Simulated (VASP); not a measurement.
C, 2 atoms in the cell. The typed cell holds 2 atoms: a = 2.433 Å, b = 2.433 Å, c = 3.605 Å, α = 109.64°, β = 109.64°, γ = 60.00°. 

```yaml
Program: VASP 6.6.1
Task: single point
Functional: PBE
Potentials_or_basis: VASP PAW PBE potentials, release 64 (C)
Cutoff: 520 eV
k_mesh: 10 × 10 × 6, shifted
Occupations: gaussian, width 0.01 eV
Spin: no spin polarisation
Dipole_correction: no
Further_INCAR_settings: ALGO = Normal; EDIFF = 1e-06; NBANDS = 11
```

Potentials or basis: VASP PAW PBE potentials, release 64 (C).

Run with:

```sh
$ cat potpaw_PBE.64/C/POTCAR > POTCAR
$ mpirun -np 1 vasp_std > vasp.out
```

Hardware: 1 thread of Intel(R) Xeon(R) Platinum 8259CL CPU @ 2.50GHz (Skylake/Cascade Lake) (shared host).

Question: Estimate the wall time of this run.

Answer: Run time: 23 s on 1 thread of Intel(R) Xeon(R) Platinum 8259CL CPU @ 2.50GHz (Skylake/Cascade Lake), with other jobs on the host, peak memory 0.13 GiB. Counts: scf iterations 11, k points 165.
